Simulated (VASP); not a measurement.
Crystal: ZnCd4S.

```
Zn Cd S
1.0
     4.36347    0.00000    0.00000
     0.00000    4.36347    0.00000
     0.00000    0.00000    6.17836
Zn Cd S
1 4 1
Cartesian
  0.0000 0.0000 0.0000
  2.1817 0.0000 4.6079
  0.0000 2.1817 1.5705
  2.1817 0.0000 1.5705
  0.0000 2.1817 4.6079
  2.1817 2.1817 3.0892
```

The cell was built from a structure type or drawn by symmetry, and may not be a known phase.

| Property | Result |
| --- | --- |
| Program | VASP 6.6.1 |
| Task | relaxation of cell and atoms |
| Functional | PBE |
| Potentials or basis | VASP PAW PBE potentials, release 64 (Zn, Cd, S) |
| Cutoff | 600 eV |
| k mesh | 4 × 4 × 4 |
| Occupations | gaussian, width 0.1 eV |
| Spin | no spin polarisation |

At the start: pressure 13.2 GPa; volume 19.61 Å³/atom.

**Question.** How do energy, volume and symmetry change on relaxing?

**Answer.** Over 12 steps the energy falls by 186.3 meV/atom and the volume is 23.55 Å³/atom (+20.1 %); space group P4/mmm (No. 123, to 0.1 Å) before and after.

Step by step:
```tsv
step	energy change (eV)	largest force (eV/Å)	pressure (GPa)	volume (Å³)
1	0.0000	0.8093	13.16	117.64
2	-0.9233	0.3227	-1.22	147.24
3	-0.9338	0.3591	-0.19	143.43
4	-0.9338	0.3535	-0.35	143.98
5	-0.9676	0.2876	-0.29	143.64
6	-1.0429	0.0972	-0.11	142.55
7	-1.0478	0.4007	0.78	140.08
8	-1.0779	0.1456	0.21	141.41
9	-1.1105	0.1352	-0.03	142.27
10	-1.1120	0.1288	-0.10	142.46
11	-1.1173	0.0595	0.10	141.73
12	-1.1181	0.0168	0.23	141.30
```

Final structure:
```cif
data_structure
_symmetry_space_group_name_H-M 'P 1'
_symmetry_Int_Tables_number 1
_cell_length_a 4.4375
_cell_length_b 4.4375
_cell_length_c 7.1756
_cell_angle_alpha 90.000
_cell_angle_beta 90.000
_cell_angle_gamma 90.000
_cell_volume 141.30
loop_
_atom_site_label
_atom_site_type_symbol
_atom_site_fract_x
_atom_site_fract_y
_atom_site_fract_z
_atom_site_occupancy
Zn1 Zn 0.00000 0.00000 0.00000 1
Cd1 Cd 0.50000 0.00000 0.76786 1
Cd2 Cd 0.00000 0.50000 0.23214 1
Cd3 Cd 0.50000 0.00000 0.23214 1
Cd4 Cd 0.00000 0.50000 0.76786 1
S1 S 0.50000 0.50000 0.50000 1
```

Caveat: the volume moved by over 15 % at a fixed basis, so the end points are rough.
